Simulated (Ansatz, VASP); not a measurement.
# BaF2: VASP beside Ansatz

```
CELL_PARAMETERS angstrom
0.00000 3.02635 3.02635
3.02635 0.00000 3.02635
3.02635 3.02635 0.00000
ATOMIC_POSITIONS crystal
Ba 0.00000 0.00000 0.00000
F 0.25000 0.25000 0.25000
F 0.75000 0.75000 0.75000
```

Alike in both runs: task single point; functional PBE; k mesh 6 × 6 × 6; occupations gaussian, width 0.02 eV; no spin polarisation.

|  | VASP | Ansatz |
| --- | --- | --- |
| version | VASP 6.6.1 | Ansatz 0.2.0 |
| potentials or method | VASP PAW PBE potentials, release 64 (Ba_sv, F), cutoff 600 eV | scalar-relativistic, plane waves, PAW |
| valence electrons in the cell | 24 | 24 |

VASP gave:

* gap on the k mesh at the Fermi level (eV): 7.10
* least direct gap on the mesh (eV): 7.20
* pressure (GPa): 7.8

Which values does Ansatz return?

gap on the k mesh at the Fermi level (eV): 7.19; least direct gap on the mesh (eV): 7.30; pressure (GPa): 6.4.

The functional is the same, so the differences come from potentials, cutoffs and numerics.

Neither program's run includes spin-orbit coupling.
